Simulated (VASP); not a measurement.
# La16HO24 (a cell with a defect) in VASP: a series of runs

The runs below take La16HO24 (a cell with a defect) through single point, with PBE.

Everything below comes from runs of VASP 6.6.1. Logs are shortened: lines on timing, memory, paths and dates and some standing lists are left out, and cuts for length are marked.

## Step 1: The cell of the first run

The cell holds a defect, 41 atoms: a = 7.881 Å, b = 7.881 Å, c = 12.376 Å, α = 90.00°, β = 90.00°, γ = 120.00°.

## Step 2: Single point, PBE

INCAR

```
ALGO = Normal
EDIFF = 1E-6
ENCUT = 520
GGA = PE
GGA_COMPAT = False
ISIF = 2
ISMEAR = -1
ISYM = -1
LASPH = True
LCHARG = True
LELF = True
LMAXMIX = 6
LREAL = Auto
LVHAR = True
LWAVE = False
NBANDS = 186
NELECT = 320.0
NELM = 200
PREC = Accurate
SIGMA = 0.01
```

KPOINTS

```
explicit points
1
Reciprocal
  0.25000000   0.25000000   0.25000000 1
```

POSCAR

```
La16HO24
1.0
    7.8811453700     -0.0000000560      0.0000000000
   -3.9405726365      6.8252721280      0.0000000000
    0.0000000000      0.0000000000     12.3757188400
La O H
16 24 1
Direct
    0.3342585132      0.1648083811      0.3732676864
    0.1695317736      0.3391625262      0.1240518639
    0.3350049404      0.1613845477      0.8754447778
    0.1476219380      0.3161676572      0.6292113617
    0.3338092462      0.6717758244      0.3722629358
    0.1677467593      0.8375888065      0.1198000501
    0.3427647009      0.6627957503      0.8767581172
    0.1737579007      0.8315338172      0.6209643475
    0.8345303143      0.1710269791      0.3752658994
    0.6657618793      0.3396307881      0.1235074060
    0.8351718568      0.1702835566      0.8847831403
    0.6685818589      0.3366943319      0.6268705363
    0.8407038074      0.6712820161      0.3732652477
    0.6661391654      0.8357919033      0.1240579682
    0.8440660972      0.6704115322      0.8754388552
    0.6892050414      0.8576877947      0.6291946802
    0.3354483161      0.1675436174      0.1768792859
    0.1698826492      0.3391595933      0.3242560491
    0.0083505617     -0.0028716869     -0.0029867788
    0.3341515433      0.1649269700      0.6753839133
    0.1650230605      0.3324959108      0.8240850007
   -0.0018976751      0.0072723309      0.5045322387
    0.3354544593      0.6698779328      0.1782141490
    0.1676589159      0.8378196303      0.3234588296
    0.0061675070      0.5057871140     -0.0012948237
    0.3525603531      0.6528393159      0.6587002460
    0.1767512792      0.8287057282      0.8165171284
   -0.0064734194      0.4968358994      0.5003735745
    0.8357275271      0.1696229528      0.1746708998
    0.6648888888      0.3406692450      0.3230427152
    0.4995459342     -0.0009293471     -0.0013369280
    0.8309225813      0.1744100127      0.6865649966
    0.6662776182      0.3391560168      0.8262112937
    0.5085544083      0.0119484996      0.5003406989
    0.8378014872      0.6699564149      0.1768868396
    0.6663733437      0.8356708186      0.3242667810
    0.4988817224      0.5066832310      0.0027772406
    0.8404127672      0.6711457102      0.6753770254
    0.6730361535      0.8404415151      0.8240609130
    0.5069337009      0.4985823948      0.4960095297
    0.4560746887      0.5493142273      0.5526008258
```

Potentials or basis: VASP PAW PBE potentials, release 64 (La, O, H).

On the command line:

```console
cat potpaw_PBE.64/La/POTCAR potpaw_PBE.64/O/POTCAR potpaw_PBE.64/H/POTCAR > POTCAR
mpirun -np 1 vasp_std > vasp.out
```

OUTCAR:

```text
EDIFF = 1E-6
   ENCUT = 520
   GGA = PE
   ISIF = 2
   ISMEAR = -1
   ISYM = -1
   LASPH = True
   LREAL = Auto
   NELECT = 320.0
   NELM = 200
   PREC = Accurate

 ion  position               nearest neighbor table
   1  0.334  0.165  0.373-  24 2.32  30 2.34  18 2.39  17 2.43  34 2.73  40 2.74  22 2.81
   2  0.170  0.339  0.124-  23 2.35  29 2.36  17 2.39  18 2.48  37 2.70  25 2.73  19 2.82
   3  0.335  0.161  0.875-  33 2.34  27 2.39  21 2.41  20 2.48  19 2.69  31 2.70
   4  0.148  0.316  0.629-  32 2.28  26 2.34  20 2.38  21 2.42  22 2.61  28 2.79  16 3.61
   5  0.334  0.672  0.372-  36 2.35  24 2.35  18 2.35  23 2.40  34 2.81  28 2.81  40 2.82
   6  0.168  0.838  0.120-  35 2.36  17 2.36  23 2.40  24 2.52  19 2.65  25 2.72  31 2.72
   7  0.343  0.663  0.877-  39 2.35  21 2.35  27 2.38  37 2.64  26 2.70  31 2.75  25 2.75
   8  0.174  0.832  0.621-  38 2.37  20 2.37  27 2.42  26 2.48  28 2.73  34 2.73  22 2.80
   9  0.835  0.171  0.375-  36 2.37  18 2.37  30 2.40  29 2.48  28 2.71  34 2.71  22 2.75
  10  0.666  0.340  0.124-  17 2.35  35 2.35  29 2.41  30 2.47  37 2.73  25 2.79  31 2.79
  11  0.835  0.170  0.885-  21 2.37  39 2.37  33 2.42  32 2.45  25 2.69  31 2.69  19 2.74
  12  0.669  0.337  0.627-  32 2.34  20 2.36  38 2.36  33 2.47  34 2.71  28 2.71  40 2.74
  13  0.841  0.671  0.373-  24 2.32  30 2.34  36 2.39  35 2.43  28 2.73  40 2.74  22 2.81
  14  0.666  0.836  0.124-  23 2.35  29 2.36  35 2.39  36 2.48  37 2.70  31 2.73  19 2.82
  15  0.844  0.670  0.875-  33 2.34  27 2.39  39 2.41  38 2.48  19 2.69  25 2.70
  16  0.689  0.858  0.629-  32 2.28  26 2.34  38 2.38  39 2.42  22 2.61  34 2.79   4 3.61
  17  0.335  0.168  0.177-  10 2.35   6 2.36   2 2.39   1 2.43
  18  0.170  0.339  0.324-   5 2.35   9 2.37   1 2.39   2 2.48
  19  0.008  0.997  0.997-   6 2.65   3 2.69  15 2.69  11 2.74   2 2.82  14 2.82
  20  0.334  0.165  0.675-  12 2.36   8 2.37   4 2.38   3 2.48
  21  0.165  0.332  0.824-   7 2.35  11 2.37   3 2.41   4 2.42
  22  0.998  0.007  0.505-  16 2.61   4 2.61   9 2.75   8 2.80  13 2.81   1 2.81
  23  0.335  0.670  0.178-  14 2.35   2 2.35   6 2.40   5 2.40
  24  0.168  0.838  0.323-  13 2.32   1 2.32   5 2.35   6 2.52
  25  0.006  0.506  0.999-  11 2.69  15 2.70   6 2.72   2 2.73   7 2.75  10 2.79
  26  0.353  0.653  0.659-  16 2.34   4 2.34   8 2.48   7 2.70
  27  0.177  0.829  0.817-   7 2.38   3 2.39  15 2.39   8 2.42
  28  0.994  0.497  0.500-   9 2.71  12 2.71   8 2.73  13 2.73   4 2.79   5 2.81
  29  0.836  0.170  0.175-   2 2.36  14 2.36  10 2.41   9 2.48
  30  0.665  0.341  0.323-  13 2.34   1 2.34   9 2.40  10 2.47
  31  0.500  0.999  0.999-  11 2.69   3 2.70   6 2.72  14 2.73   7 2.75  10 2.79
  32  0.831  0.174  0.687-   4 2.28  16 2.28  12 2.34  11 2.45
  33  0.666  0.339  0.826-  15 2.34   3 2.34  11 2.42  12 2.47
  34  0.509  0.012  0.500-   9 2.71  12 2.71   8 2.73   1 2.73  16 2.79   5 2.81
  35  0.838  0.670  0.177-  10 2.35   6 2.36  14 2.39  13 2.43
  36  0.666  0.836  0.324-   5 2.35   9 2.37  13 2.39  14 2.48
  37  0.499  0.507  0.003-   7 2.64  14 2.70   2 2.70  10 2.73
  38  0.840  0.671  0.675-  12 2.36   8 2.37  16 2.38  15 2.48
  39  0.673  0.840  0.824-   7 2.35  11 2.37  15 2.41  16 2.42
  40  0.507  0.499  0.496-  41 0.99  12 2.74  13 2.74   1 2.74   5 2.82
  41  0.456  0.549  0.553-  40 0.99

IMPORTANT INFORMATION: All symmetrisations will be switched off!
NOSYMM: (Re-)initialisation of all symmetry stuff for point group C_1.

----------------------------------------------------------------------------------------

                                     Primitive cell

  volume of cell :     665.7018

  direct lattice vectors                    reciprocal lattice vectors
     7.881145370 -0.000000056  0.000000000     0.126885111  0.073257152  0.000000000
    -3.940572636  6.825272128  0.000000000     0.000000001  0.146514305  0.000000000
     0.000000000  0.000000000 12.375718840     0.000000000  0.000000000  0.080803387

  length of vectors
     7.881145370  7.881145369 12.375718840     0.146514305  0.146514305  0.080803387

  position of ions in fractional coordinates (direct lattice)
     0.334258513  0.164808381  0.373267686
     0.169531774  0.339162526  0.124051864
     0.335004940  0.161384548  0.875444778
     0.147621938  0.316167657  0.629211362
     0.333809246  0.671775824  0.372262936
     0.167746759  0.837588807  0.119800050
[... 33 lines left out ...]
     0.506933701  0.498582395  0.496009530
     0.456074689  0.549314227  0.552600826

  ion indices of the primitive-cell ions
   primitive index   ion index
                 1           1
                 2           2
                 3           3
                 4           4
                 5           5
                 6           6
[... 33 lines left out ...]
                40          40
                41          41

----------------------------------------------------------------------------------------

 KPOINTS: explicit points

Read explicit list of k-points.

 Found      1 k-points:

 Following reciprocal coordinates:
            Coordinates               Weight
  0.250000  0.250000  0.250000      1.000000
   k-points           NKPTS =      1   k-points in BZ     NKDIM =      1   number of bands    NBANDS=    186
   number of dos      NEDOS =    301   number of ions     NIONS =     41
   total plane-waves  NPLWV = 345600
   dimension x,y,z NGX =    60 NGY =   60 NGZ =   96
   dimension x,y,z NGXF=   120 NGYF=  120 NGZF=  192
   ions per type =              16  24   1
   NGX,Y,Z   is equivalent  to a cutoff of  12.66, 12.66, 12.90 a.u.
   NGXF,Y,Z  is equivalent  to a cutoff of  25.31, 25.31, 25.79 a.u.
 SYSTEM =  unknown system
   PREC   = accura    normal or accurate (medium, high low for compatibility)
   ISTART =      0    job   : 0-new  1-cont  2-samecut
   ICHARG =      2    charge: 1-file 2-atom 10-const
   ISPIN  =      1    spin polarized calculation?
   LNONCOLLINEAR =      F non collinear calculations
   LSORBIT =      F    spin-orbit coupling
   LASPH  =      T    aspherical Exc in radial PAW
   ENCUT  =  520.0 eV  38.22 Ry    6.18 a.u.  14.65 14.65 23.01*2*pi/ulx,y,z
   NELM   =    200;   NELMIN=  2; NELMDL= -5     # of ELM steps
   EDIFF  = 0.1E-05   stopping-criterion for ELM
   LREAL  =      T    real-space projection
   EDIFFG = 0.1E-04   stopping-criterion for IOM
   NSW    =      0    number of steps for IOM
   IBRION =     -1    ionic relax: 0-MD 1-quasi-New 2-CG
   NFREE  =      0    steps in history (QN), initial steepest desc. (CG)
   ISIF   =      2    stress and relaxation
   ISYM   =     -1    0-nonsym 1-usesym 2-fastsym
   POTIM  = 0.5000    time-step for ionic-motion
   TEBEG  =    0.0;   TEEND  =   0.0 temperature during run
   PSTRESS=    0.0 pullay stress
   NELECT =     320.0000    total number of electrons
   NUPDOWN=      -1.0000    fix difference up-down
   EMIN   =  10.00;   EMAX   =-10.00  energy-range for DOS
   EFERMI =   0.00;   METHOD = LEGACY
   ISMEAR =    -1;   SIGMA  =   0.01  broadening in eV -4-tet -1-fermi 0-gaus
   EFERMI_NEDOS =   21; number of points for ismear=-14 and -15
   IALGO  =     38    algorithm
   IMIX   =      4    mixing-type and parameters
     AMIX     =   0.40;   BMIX     =  1.00
     AMIX_MAG =   1.60;   BMIX_MAG =  1.00
  volume/ion in A,a.u.               =      16.24       109.57
  Fermi-wavevector in a.u.,A,eV,Ry     =   1.282424  2.423430 22.376289  1.644611
  Thomas-Fermi vector in A             =   2.414736
   LORBIT       =      0    0 simple, 1 ext, 2 COOP (PROOUT), +10 PAW based schemes
   GGA     = PE    functional components
   LHFCALC =     F    Hartree Fock is set to
   AEXX    =    0.0000 exact exchange contribution
   IVDW    =     0    specifies the selected vdW correction
   LEPSILON=     F    determine dielectric tensor
   LRPA    =     F    only Hartree local field effects (RPA)
 non-spin polarized calculation
  energy-cutoff  :      520.00
  volume of cell :      665.70
 maximum number of plane-waves:     17910
 NGX is ok and might be reduce to    60
   NGX = 29   NGY = 29   NGZ = 47

 number of electron     319.9999992 magnetization

 Free energy of the ion-electron system (eV)
  ---------------------------------------------------
  ext. energy  EPLUGINS =         0.00000000
  ---------------------------------------------------
  free energy    TOTEN  =      -345.91247891 eV

  energy without entropy =     -345.91247891  energy(sigma->0) =     -345.91247891

 E-fermi :   6.0938     XC(G=0): -10.3754

 val. band max:        5.7731743790   @ k =   0.2500   0.2500   0.2500
 cond. band min:       9.7559342737   @ k =   0.2500   0.2500   0.2500
 fundamental gap:      3.9827598947
 Fermi energy:         6.0937834693

 k-point     1 :       0.2500    0.2500    0.2500
  band No.  band energies     occupation
      1     -23.9555      2.00000
      2     -23.9059      2.00000
      3     -23.8898      2.00000
      4     -23.8740      2.00000
      5     -23.8459      2.00000
      6     -23.8391      2.00000
[... 164 lines left out ...]
    171      10.4926      0.00000
    172      10.4999      0.00000
 [bands above 172 left out]

------------------------ aborting loop because EDIFF is reached ----------------------------------------

  FORCE on cell =-STRESS in cart. coord.  units (eV):
  Direction    XX          YY          ZZ          XY          YZ          ZX
  --------------------------------------------------------------------------------------
  -------------------------------------------------------------------------------------
  Total       -9.6466449     -4.9065697     -8.5405612      4.1851249     -1.0028786      1.7220428
  in kB      -23.2170550    -11.8088828    -20.5549891     10.0725460     -2.4136773      4.1445252
  external PRESSURE =     -18.5269757 kB  Pullay stress =       0.0000000 kB

 VOLUME and BASIS-vectors are now :
 -----------------------------------------------------------------------------
  energy-cutoff  :      520.00
  volume of cell :      665.70
      direct lattice vectors                 reciprocal lattice vectors
     7.881145370 -0.000000056  0.000000000     0.126885111  0.073257152  0.000000000
    -3.940572636  6.825272128  0.000000000     0.000000001  0.146514305  0.000000000
     0.000000000  0.000000000 12.375718840     0.000000000  0.000000000  0.080803387

 POSITION                                       TOTAL-FORCE (eV/Angst)
 -----------------------------------------------------------------------------------
      1.98490      1.12486      4.61946         0.002120      0.004311     -0.010984
     -0.00039      2.31488      1.53523         0.000734      0.000441      0.016241
      2.00428      1.10149     10.83426         0.003779     -0.000823     -0.008791
     -0.08245      2.15793      7.78694        -0.014083     -0.010090      0.017742
     -0.01638      4.58505      4.60702         0.003677     -0.003722     -0.003230
     -1.97854      5.71677      1.48261        -0.001404     -0.001168      0.015526
[... 33 lines left out ...]
      2.03052      3.40296      6.13847         0.058027     -0.033460     -0.088364
      1.42978      3.74922      6.83883        -0.068624      0.038045      0.068905
 -----------------------------------------------------------------------------------
    total drift:                                0.016257      0.003058     -0.002357

  FREE ENERGIE OF THE ION-ELECTRON SYSTEM (eV)
  ---------------------------------------------------
  free  energy   TOTEN  =      -345.9124789105 eV

  energy  without entropy=     -345.9124789105  energy(sigma->0) =     -345.91247891
```

Wall time 10 min (1 thread of Intel Xeon Platinum 8488C (Sapphire Rapids), shared host); peak memory 0.75 GiB.

What came out:

```
Free energy   : -345.9125 eV
Largest force : 0.111 eV/Å
```

Forces on the atoms (eV/Å):
```
La   0.002  0.004 -0.011
La   0.001  0.000  0.016
La   0.004 -0.001 -0.009
La  -0.014 -0.010  0.018
La   0.004 -0.004 -0.003
La  -0.001 -0.001  0.016
La  -0.001  0.001 -0.007
La  -0.005  0.001  0.016
La   0.002  0.000 -0.013
La  -0.004  0.002  0.012
La  -0.002  0.001 -0.011
La   0.016 -0.010  0.021
La  -0.003 -0.003 -0.011
La   0.001 -0.002  0.014
La   0.002 -0.003 -0.008
La   0.000  0.017  0.019
O   -0.001 -0.001 -0.009
O   -0.001  0.000  0.005
O    0.001  0.002  0.004
O   -0.005  0.000 -0.004
O    0.000  0.003  0.004
O    0.000 -0.002 -0.001
O    0.001 -0.001 -0.003
O   -0.001  0.002 -0.001
O    0.000 -0.002  0.003
O    0.002 -0.003 -0.010
O    0.003  0.003  0.001
O    0.000  0.001  0.001
O    0.002 -0.002 -0.005
O    0.002  0.000 -0.003
O    0.001  0.001 -0.002
O    0.009 -0.002 -0.013
O   -0.001 -0.002  0.002
O    0.000 -0.001  0.000
O    0.003  0.002 -0.007
O   -0.001  0.001  0.008
O   -0.001  0.002 -0.004
O   -0.003  0.001  0.000
O   -0.001  0.000 -0.005
O    0.058 -0.033 -0.088
H   -0.069  0.038  0.069
```

Levels at points of the mesh, in eV from the Fermi level:
| k point | band 158 | band 159 | band 160 | band 161 | band 162 | band 163 |
| --- | --- | --- | --- | --- | --- | --- |
| (0.25, 0.25, 0.25) | -0.38 | -0.37 | -0.32 | 3.66 | 3.80 | 3.91 |

Caveat: the cell carries a net charge on a neutralising background, which shifts energy and pressure; the cell is charged against a uniform background, so pressure and absolute levels hang on convention; spin-orbit coupling is left out, which moves the levels of the heavy elements.

## Step 3: Single point, PBE

INCAR

```
ALGO = Normal ; EDIFF = 1E-6
ENCUT = 520 ; GGA = PE
GGA_COMPAT = F ; ISIF = 2
ISMEAR = -1 ; ISYM = -1
LASPH = T ; LCHARG = F
LMAXMIX = 6 ; LREAL = Auto
LWAVE = F ; NBANDS = 186
NELECT = 320.0 ; NELM = 200
PREC = Accurate ; SIGMA = 0.01
```

KPOINTS is that of step 2.

POSCAR

```
La16HO24
1.0
    7.8811453700     -0.0000000600      0.0000000000
   -3.9405726400      6.8252721300      0.0000000000
    0.0000000000      0.0000000000     12.3757188400
La O H
16 24 1
Direct
    0.3349969092      0.1646137485      0.3745895321
    0.1711814492      0.3383876063      0.1230234321
    0.3290415199      0.1589645492      0.8774591866
    0.1671317802      0.3366002312      0.6266020422
    0.3353714812      0.6683942316      0.3751088605
    0.1637450800      0.8345388575      0.1239601861
    0.3281910727      0.6682947900      0.8775309779
    0.1623822732      0.8352130588      0.6203771606
    0.8477687928      0.1728237319      0.3752965054
    0.6664170275      0.3366390291      0.1257950310
    0.8349783623      0.1666220402      0.8813663102
    0.6526898394      0.3054003473      0.6262004978
    0.8351581061      0.6662711763      0.3769067588
    0.6664335567      0.8360482108      0.1258708000
    0.8235798506      0.6614315865      0.8822548755
    0.6512408455      0.8517683350      0.6266626237
    0.3340707793      0.1657607682      0.1773299992
    0.1776250583      0.3405229155      0.3230067477
   -0.0045759284     -0.0075035114     -0.0002669656
    0.3287420710      0.1612052373      0.6788227400
    0.1674925446      0.3361223101      0.8279055800
    0.0100102380      0.0147784022      0.4990828519
    0.3340314086      0.6674683243      0.1774041457
    0.1700585103      0.8367545911      0.3261312288
   -0.0041637122      0.5054531372      0.0000141495
    0.3268380879      0.6683432304      0.6788305229
    0.1469727428      0.8268095455      0.8176194179
    0.0083514574      0.4968356710      0.4984132433
    0.8407577758      0.1701661624      0.1761538825
    0.6664319898      0.3326434347      0.3258558643
    0.4918660073     -0.0031759711     -0.0024715274
    0.8410513977      0.1713663821      0.6828359930
    0.6630090678      0.3327713038      0.8222988246
    0.4963928721      0.0002881776      0.5130340589
    0.8338750630      0.6668172720      0.1805927600
    0.6666003548      0.8388984999      0.3256848756
    0.5076976704      0.5046140636      0.0029857973
    0.8134331606      0.6572594938      0.6593171685
    0.6618766243      0.8353776822      0.8224133569
    0.5370346607      0.5226203038      0.5122044840
    0.7176620703      0.6113019737      0.5939235395
```

Potentials or basis: VASP PAW PBE potentials, release 64 (La, O, H).

On the command line:

```console
cat potpaw_PBE.64/La/POTCAR potpaw_PBE.64/O/POTCAR potpaw_PBE.64/H/POTCAR > POTCAR
mpirun -np 1 vasp_std > vasp.out
```

It took 10 min on 1 thread of Intel Xeon Platinum 8488C (Sapphire Rapids), shared host; peak memory 0.75 GiB.

The run converged. Its results:

| Property | Result |
| --- | --- |
| Free energy | -345.4358 eV |
| Largest force | 0.120 eV/Å |

Forces on the atoms (eV/Å):
```
La  -0.008 -0.011 -0.010
La   0.000 -0.001  0.015
La  -0.004  0.000 -0.011
La  -0.003 -0.002  0.016
La  -0.010 -0.002 -0.012
La   0.003  0.005  0.018
La   0.002 -0.003 -0.009
La  -0.002 -0.003  0.019
La   0.001 -0.003 -0.015
La  -0.001 -0.001  0.019
La   0.004  0.003 -0.009
La  -0.005 -0.012  0.013
La   0.003  0.001 -0.017
La  -0.001 -0.001  0.018
La   0.000 -0.001 -0.020
La  -0.012 -0.001  0.015
O    0.003  0.000 -0.002
O    0.000  0.006  0.002
O    0.000  0.000 -0.003
O    0.005 -0.002 -0.009
O   -0.002 -0.004 -0.003
O   -0.001  0.002  0.008
O    0.003  0.002 -0.002
O    0.006  0.003  0.000
O    0.003 -0.002 -0.005
O    0.003  0.006 -0.013
O    0.000  0.003  0.006
O   -0.001  0.002  0.012
O   -0.001 -0.002  0.000
O    0.002  0.007  0.004
O   -0.001  0.000 -0.003
O    0.001  0.001 -0.015
O   -0.006  0.007  0.007
O    0.007  0.003  0.001
O   -0.001 -0.001 -0.005
O    0.003  0.000  0.001
O   -0.007 -0.002 -0.007
O    0.078  0.042  0.081
O    0.003 -0.004  0.008
O    0.000 -0.004 -0.004
H   -0.066 -0.030 -0.090
```

Levels at points of the mesh, in eV from the Fermi level:
```
           k point  band 156  band 157  band 158  band 159  band 160  band 161  band 162  band 163  band 164  band 165
(0.25, 0.25, 0.25)     -0.43     -0.42     -0.40     -0.37     -0.35      3.64      3.78      3.88      3.98      4.04
```

Caveat: the cell carries a net charge on a neutralising background, which shifts energy and pressure; the cell is charged against a uniform background, so pressure and absolute levels hang on convention; spin-orbit coupling is left out, which moves the levels of the heavy elements.

[end of part 1 of 2]
